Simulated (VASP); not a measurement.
# AgCl (I-4m2) in VASP: further runs

The runs below take AgCl through single point, with PBE, r2SCAN.

Program: VASP 6.6.1. These are calculated values, not measurements. Logs are shortened: lines on timing, memory, paths and dates and some standing lists are left out, and cuts for length are marked.

**1. The cell of the first run**

The structure is tetragonal, space group I-4m2 (No. 119). Conventional cell: a = 4.061 Å, b = 4.061 Å, c = 6.440 Å, α = 90.00°, β = 90.00°, γ = 90.00°. Within 3.4 Å of Ag (site symmetry -4m2) lie 4 Cl at 2.59 Å. Cl (site symmetry -4m2) has 4 Ag at 2.59 Å within 3.4 Å.

**2. Single point, PBE (epitaxial xy strain -4.1%)**

File INCAR:

```
SYSTEM = AgCl
PREC     = Accurate       ! precision mode
ENCUT    = 520            ! plane-wave cutoff, eV
EDIFF    = 1E-6           ! SCF threshold, eV
ISMEAR   = -1             ! smearing method
SIGMA    = 0.02           ! smearing width, eV
LREAL    = .False.        ! projectors in reciprocal space
LASPH    = .True.         ! aspherical terms in the spheres
NELM     = 80             ! most SCF steps
ALGO     = Normal         ! electronic algorithm
ISIF     = 2              ! what is computed and relaxed
LWAVE    = .False.        ! write WAVECAR
LCHARG   = .False.        ! write CHGCAR
GGA      = PE             ! functional
NBANDS   = 16             ! bands
```

File KPOINTS:

```
regular mesh
0
Gamma
  8 8 8
  0 0 0
```

File POSCAR:

```
AgCl
1.0
    0.0000000000      2.8714210699      3.2200567417
    2.8714210699      0.0000000000      3.2200567417
    2.8714210699      2.8714210699      0.0000000000
Ag Cl
1 1
Direct
    0.0000000000      0.0000000000      0.0000000000
    0.2500000000      0.2500000000      0.2500000000
```

Potentials or basis: VASP PAW PBE potentials, release 64 (Ag, Cl).

Started as:

```
$ cat potpaw_PBE.64/Ag/POTCAR potpaw_PBE.64/Cl/POTCAR > POTCAR
$ mpirun -np 1 vasp_std > vasp.out
```

OUTCAR:

```text
SYSTEM = AgCl
   PREC = Accurate
   ENCUT = 520
   EDIFF = 1E-6
   ISMEAR = -1
   LREAL = .False.
   LASPH = .True.
   NELM = 80
   ISIF = 2
   GGA = PE

 ion  position               nearest neighbor table
   1  0.000  0.000  0.000-   2 2.59   2 2.59   2 2.59   2 2.59
   2  0.250  0.250  0.250-   1 2.59   1 2.59   1 2.59   1 2.59

  LATTYP: Found a body centered tetragonal cell.
 ALAT       =     4.0608026203
 C/A-ratio  =     1.5859213278

  Lattice vectors:

 A1 = (  -2.8714210699,   0.0000000000,   3.2200567417)
 A2 = (   2.8714210699,   0.0000000000,   3.2200567417)
 A3 = (   0.0000000000,   2.8714210699,  -3.2200567417)

Analysis of symmetry for initial positions (statically):
=====================================================================
 Subroutine PRICEL returns:
 Original cell was already a primitive cell.

 Routine SETGRP: Setting up the symmetry group for a
 body centered tetragonal supercell.

 Subroutine GETGRP returns: Found  8 space group operations
 (whereof  8 operations were pure point group operations)
 out of a pool of 16 trial point group operations.

The static configuration has the point symmetry D_2d.

Analysis of symmetry for dynamics (positions and initial velocities):
=====================================================================
 Subroutine PRICEL returns:
 Original cell was already a primitive cell.

 Routine SETGRP: Setting up the symmetry group for a
 body centered tetragonal supercell.

 Subroutine GETGRP returns: Found  8 space group operations
 (whereof  8 operations were pure point group operations)
 out of a pool of 16 trial point group operations.

The dynamic configuration has the point symmetry D_2d.

 Subroutine INISYM returns: Found  8 space group operations
 (whereof  8 operations are pure point group operations),
 and found     1 'primitive' translations

----------------------------------------------------------------------------------------

                                     Primitive cell

  volume of cell :      53.0991

  direct lattice vectors                    reciprocal lattice vectors
     0.000000000  2.871421070  3.220056742    -0.174129808  0.174129808  0.155276767
     2.871421070  0.000000000  3.220056742     0.174129808 -0.174129808  0.155276767
     2.871421070  2.871421070  0.000000000     0.174129808  0.174129808 -0.155276767

  length of vectors
     4.314374159  4.314374159  4.060802620     0.291124122  0.291124122  0.291124122

  position of ions in fractional coordinates (direct lattice)
     0.000000000  0.000000000  0.000000000
     0.250000000  0.250000000  0.250000000

  ion indices of the primitive-cell ions
   primitive index   ion index
                 1           1
                 2           2

----------------------------------------------------------------------------------------

 KPOINTS: regular mesh

Automatic generation of k-mesh.
 Grid dimensions read from file:
 generate k-points for:    8    8    8

 Generating k-lattice:

  Cartesian coordinates                     Fractional coordinates (reciprocal lattice)
    -0.021766226  0.021766226  0.019409596     0.125000000  0.000000000  0.000000000
     0.021766226 -0.021766226  0.019409596     0.000000000  0.125000000  0.000000000
     0.021766226  0.021766226 -0.019409596     0.000000000  0.000000000  0.125000000

  Length of vectors
     0.036390515  0.036390515  0.036390515

  Shift w.r.t. Gamma in fractional coordinates (k-lattice)
     0.000000000  0.000000000  0.000000000

 Subroutine IBZKPT returns following result:
 ===========================================

 Found     59 irreducible k-points:

 Following reciprocal coordinates:
            Coordinates               Weight
  0.000000  0.000000  0.000000      1.000000
  0.125000 -0.000000  0.000000      8.000000
  0.250000 -0.000000  0.000000      8.000000
  0.375000 -0.000000  0.000000      8.000000
  0.500000 -0.000000  0.000000      4.000000
  0.125000  0.125000  0.000000      2.000000
[... 16 lines left out ...]
  0.250000 -0.000000  0.125000     16.000000
  0.375000  0.000000  0.125000     16.000000
 [... further k-points ...]
   k-points           NKPTS =     59   k-points in BZ     NKDIM =     59   number of bands    NBANDS=     16
   number of dos      NEDOS =    301   number of ions     NIONS =      2
   total plane-waves  NPLWV =  30720
   dimension x,y,z NGX =    32 NGY =   32 NGZ =   30
   dimension x,y,z NGXF=    64 NGYF=   64 NGZF=   60
   ions per type =               1   1
   NGX,Y,Z   is equivalent  to a cutoff of  12.33, 12.33, 12.28 a.u.
   NGXF,Y,Z  is equivalent  to a cutoff of  24.66, 24.66, 24.56 a.u.
 SYSTEM =  AgCl
   PREC   = accura    normal or accurate (medium, high low for compatibility)
   ISTART =      0    job   : 0-new  1-cont  2-samecut
   ICHARG =      2    charge: 1-file 2-atom 10-const
   ISPIN  =      1    spin polarized calculation?
   LNONCOLLINEAR =      F non collinear calculations
   LSORBIT =      F    spin-orbit coupling
   LASPH  =      T    aspherical Exc in radial PAW
   ENCUT  =  520.0 eV  38.22 Ry    6.18 a.u.   8.02  8.02  7.55*2*pi/ulx,y,z
   NELM   =     80;   NELMIN=  2; NELMDL= -5     # of ELM steps
   EDIFF  = 0.1E-05   stopping-criterion for ELM
   LREAL  =      F    real-space projection
   EDIFFG = 0.1E-04   stopping-criterion for IOM
   NSW    =      0    number of steps for IOM
   IBRION =     -1    ionic relax: 0-MD 1-quasi-New 2-CG
   NFREE  =      0    steps in history (QN), initial steepest desc. (CG)
   ISIF   =      2    stress and relaxation
   ISYM   =      2    0-nonsym 1-usesym 2-fastsym
   POTIM  = 0.5000    time-step for ionic-motion
   TEBEG  =    0.0;   TEEND  =   0.0 temperature during run
   PSTRESS=    0.0 pullay stress
   NELECT =      18.0000    total number of electrons
   NUPDOWN=      -1.0000    fix difference up-down
   EMIN   =  10.00;   EMAX   =-10.00  energy-range for DOS
   EFERMI =   0.00;   METHOD = LEGACY
   ISMEAR =    -1;   SIGMA  =   0.02  broadening in eV -4-tet -1-fermi 0-gaus
   EFERMI_NEDOS =   21; number of points for ismear=-14 and -15
   IALGO  =     38    algorithm
   IMIX   =      4    mixing-type and parameters
     AMIX     =   0.40;   BMIX     =  1.00
     AMIX_MAG =   1.60;   BMIX_MAG =  1.00
  volume/ion in A,a.u.               =      26.55       179.17
  Fermi-wavevector in a.u.,A,eV,Ry     =   1.141484  2.157092 17.728203  1.302986
  Thomas-Fermi vector in A             =   2.278184
   LORBIT       =      0    0 simple, 1 ext, 2 COOP (PROOUT), +10 PAW based schemes
   GGA     = PE    functional components
   LHFCALC =     F    Hartree Fock is set to
   AEXX    =    0.0000 exact exchange contribution
   IVDW    =     0    specifies the selected vdW correction
   LEPSILON=     F    determine dielectric tensor
   LRPA    =     F    only Hartree local field effects (RPA)
 non-spin polarized calculation
  energy-cutoff  :      520.00
  volume of cell :       53.10
 maximum number of plane-waves:      1452
   NGX = 15   NGY = 15   NGZ = 15

 number of electron      18.0000000 magnetization

 Free energy of the ion-electron system (eV)
  ---------------------------------------------------
  ext. energy  EPLUGINS =         0.00000000
  ---------------------------------------------------
  free energy    TOTEN  =        -5.43967291 eV

  energy without entropy =       -5.43967291  energy(sigma->0) =       -5.43967291

 E-fermi :   2.3165     XC(G=0):  -8.6027

 val. band max:        1.8737333282   @ k =   0.0000   0.0000   0.0000
 cond. band min:       3.0757755259   @ k =   0.0000   0.0000   0.0000
 fundamental gap:      1.2020421977
 Fermi energy:         2.3165395841

 k-point     1 :       0.0000    0.0000    0.0000
  band No.  band energies     occupation
      1     -13.0383      2.00000
      2      -2.3388      2.00000
      3      -2.2060      2.00000
      4      -2.2060      2.00000
      5      -0.3698      2.00000
      6      -0.2440      2.00000
[... 8 lines left out ...]
     15      14.8999      0.00000
     16      15.1325      0.00000

 k-point     2 :       0.1250   -0.0000    0.0000
  band No.  band energies     occupation
      1     -13.0110      2.00000
      2      -2.3555      2.00000
      3      -2.2182      2.00000
      4      -2.1673      2.00000
      5      -0.3638      2.00000
      6      -0.2564      2.00000
[... 8 lines left out ...]
     15      14.4710      0.00000
     16      15.2001      0.00000

 k-point     3 :       0.2500   -0.0000    0.0000
  band No.  band energies     occupation
      1     -12.9444      2.00000
      2      -2.4071      2.00000
      3      -2.2003      2.00000
      4      -2.0731      2.00000
      5      -0.3283      2.00000
      6      -0.2744      2.00000
[... 8 lines left out ...]
     15      13.9584      0.00000
     16      14.6634      0.00000

 k-point     4 :       0.3750   -0.0000    0.0000
  band No.  band energies     occupation
      1     -12.8769      2.00000
      2      -2.4043      2.00000
      3      -2.1827      2.00000
      4      -1.9791      2.00000
      5      -0.2684      2.00000
      6      -0.2569      2.00000
[... 8 lines left out ...]
     15      14.3679      0.00000
     16      14.7186      0.00000

 k-point     5 :       0.5000   -0.0000    0.0000
  band No.  band energies     occupation
      1     -12.8486      2.00000
      2      -2.3698      2.00000
      3      -2.1887      2.00000
      4      -1.9407      2.00000
      5      -0.2558      2.00000
      6      -0.2410      2.00000
[... 8 lines left out ...]
     15      15.0674      0.00000
     16      15.2669      0.00000

 k-point     6 :       0.1250    0.1250    0.0000
  band No.  band energies     occupation
      1     -13.0073      2.00000
      2      -2.4114      2.00000
      3      -2.1394      2.00000
      4      -2.1394      2.00000
      5      -0.4076      2.00000
      6      -0.2295      2.00000
[... 8 lines left out ...]
     15      15.1350      0.00000
     16      15.6447      0.00000
[... 267 lines left out ...]
 k-point    21 :       0.5000    0.5000    0.0000
  band No.  band energies     occupation
      1     -12.8222      2.00000
      2      -2.7182      2.00000
      3      -1.5816      2.00000
      4      -1.5816      2.00000
      5      -0.3651      2.00000
      6      -0.1441      2.00000
[... 8 lines left out ...]
     15      15.0985      0.00000
     16      16.1555      0.00000

 k-point    22 :       0.1250    0.0000    0.1250
  band No.  band energies     occupation
      1     -12.9993      2.00000
      2      -2.3143      2.00000
      3      -2.3013      2.00000
      4      -2.1387      2.00000
      5      -0.3465      2.00000
      6      -0.2735      2.00000
[... 8 lines left out ...]
     15      13.8334      0.00000
     16      15.8951      0.00000

 k-point    23 :       0.2500   -0.0000    0.1250
  band No.  band energies     occupation
      1     -12.9441      2.00000
      2      -2.4004      2.00000
      3      -2.2507      2.00000
      4      -2.0591      2.00000
      5      -0.3340      2.00000
      6      -0.2770      2.00000
[... 8 lines left out ...]
     15      13.8162      0.00000
     16      15.8780      0.00000

 k-point    24 :       0.3750    0.0000    0.1250
  band No.  band energies     occupation
      1     -12.8771      2.00000
      2      -2.4075      2.00000
      3      -2.2032      2.00000
      4      -1.9787      2.00000
      5      -0.3121      2.00000
      6      -0.2322      2.00000
[... 8 lines left out ...]
     15      14.3887      0.00000
     16      15.4913      0.00000

 [... further k-points ...]

------------------------ aborting loop because EDIFF is reached ----------------------------------------

  FORCE on cell =-STRESS in cart. coord.  units (eV):
  Direction    XX          YY          ZZ          XY          YZ          ZX
  --------------------------------------------------------------------------------------
  -------------------------------------------------------------------------------------
  Total        0.4177061      0.4177061      0.3297525      0.0000000      0.0000000      0.0000000
  in kB       12.6035854     12.6035854      9.9497327      0.0000000      0.0000000      0.0000000
  external PRESSURE =      11.7189678 kB  Pullay stress =       0.0000000 kB

 VOLUME and BASIS-vectors are now :
 -----------------------------------------------------------------------------
  energy-cutoff  :      520.00
  volume of cell :       53.10
      direct lattice vectors                 reciprocal lattice vectors
     0.000000000  2.871421070  3.220056742    -0.174129808  0.174129808  0.155276767
     2.871421070  0.000000000  3.220056742     0.174129808 -0.174129808  0.155276767
     2.871421070  2.871421070  0.000000000     0.174129808  0.174129808 -0.155276767

 POSITION                                       TOTAL-FORCE (eV/Angst)
 -----------------------------------------------------------------------------------
      0.00000      0.00000      0.00000         0.000000     -0.000000      0.000000
      1.43571      1.43571      1.61003        -0.000000      0.000000      0.000000
 -----------------------------------------------------------------------------------
    total drift:                               -0.000002     -0.000002      0.000001

  FREE ENERGIE OF THE ION-ELECTRON SYSTEM (eV)
  ---------------------------------------------------
  free  energy   TOTEN  =        -5.4396729092 eV

  energy  without entropy=       -5.4396729092  energy(sigma->0) =       -5.43967291
```

Run time: 31 s. Hardware: 1 thread of Intel Xeon Platinum 8259CL at 2.50GHz (Skylake/Cascade Lake), shared host; peak memory 0.21 GiB.

What came out:

```yaml
Free_energy: -5.4397 eV
Pressure: 1.2 GPa
Band_gap_on_the_k_mesh: 1.20 eV
```

Levels at points of the mesh, in eV from the valence-band top:
```csv
k point,band 6,band 7,band 8,band 9,band 10,band 11,band 12,band 13
"(0.00, 0.00, 0.00)",-2.12,-0.20,0.00,0.00,1.20,8.04,8.18,8.18
"(0.50, 0.00, 0.00)",-2.11,-1.99,-0.65,-0.59,3.68,6.66,8.13,8.90
"(0.50, 0.50, 0.00)",-2.02,-1.95,-1.41,-1.41,4.91,5.56,8.37,11.03
"(0.50, 0.00, 0.50)",-2.08,-1.62,-1.55,-1.20,4.72,5.29,8.97,9.92
```

Caveat: the cell differs from its parent crystal (epitaxial xy strain -4.1%); the structure was generated, so it needn't be the stable form of AgCl.

**3. Single point, r2SCAN (epitaxial xy strain -4.1%)**

POSCAR is that of step 2.

File INCAR.step1:

```
ALGO = Normal ; EDIFF = 1E-4
ENCUT = 520 ; GGA = PE
ISMEAR = 0 ; LASPH = T
LCHARG = F ; LREAL = F
LWAVE = T ; NBANDS = 16
NELM = 100 ; PREC = Accurate
SIGMA = 0.01
```

File INCAR.step2:

```
ALGO = Normal ; EDIFF = 1E-6
ENCUT = 520 ; ISIF = 2
ISMEAR = 0 ; ISTART = 1
LASPH = T ; LCHARG = T
LELF = T ; LMIXTAU = T
LREAL = F ; LVHAR = T
LWAVE = F ; METAGGA = R2SCAN
NBANDS = 16 ; NELM = 100
PREC = Accurate ; SIGMA = 0.01
```

File KPOINTS:

```
k-points
0
Gamma
  8 8 8
```

Potentials or basis: VASP PAW PBE potentials, release 64 (Ag, Cl).

Started as:

```
$ cat potpaw_PBE.64/Ag/POTCAR potpaw_PBE.64/Cl/POTCAR > POTCAR
$ cp INCAR.step1 INCAR
$ mpirun -np 1 vasp_std > vasp.out
$ cp INCAR.step2 INCAR
$ mpirun -np 1 vasp_std > vasp.out
```

Run time: 2.3 min. Hardware: 1 thread of Intel Xeon Platinum 8259CL at 2.50GHz (Skylake/Cascade Lake), shared host; peak memory 0.21 GiB.

It converged, with:

- Free energy: -28.5426 eV
- Pressure: 0.0 GPa
- Band gap on the k mesh: 1.56 eV

Stress tensor (GPa, compression positive):
```
 0.06  0.00  0.00
 0.00  0.06  0.00
 0.00  0.00 -0.06
```

Levels at points of the mesh, in eV from the valence-band top:
| k point | band 5 | band 6 | band 7 | band 8 | band 9 | band 10 | band 11 | band 12 | band 13 | band 14 |
| --- | --- | --- | --- | --- | --- | --- | --- | --- | --- | --- |
| (0.00, 0.00, 0.00) | -2.24 | -2.12 | -0.20 | 0.00 | 0.00 | 1.56 | 8.62 | 8.76 | 8.76 | 12.09 |
| (0.50, 0.00, 0.00) | -2.13 | -2.11 | -1.99 | -0.65 | -0.60 | 4.13 | 6.97 | 8.62 | 9.44 | 12.10 |
| (0.50, 0.50, 0.00) | -2.25 | -2.02 | -1.93 | -1.43 | -1.43 | 5.21 | 6.10 | 8.58 | 11.71 | 11.71 |
| (0.50, 0.00, 0.50) | -2.08 | -2.07 | -1.60 | -1.57 | -1.21 | 5.00 | 5.80 | 9.26 | 10.49 | 11.81 |

Caveat: the cell differs from its parent crystal (epitaxial xy strain -4.1%); the structure was generated, so it needn't be the stable form of AgCl; the PAW data sets were made with another functional, which shifts forces and pressure a little.
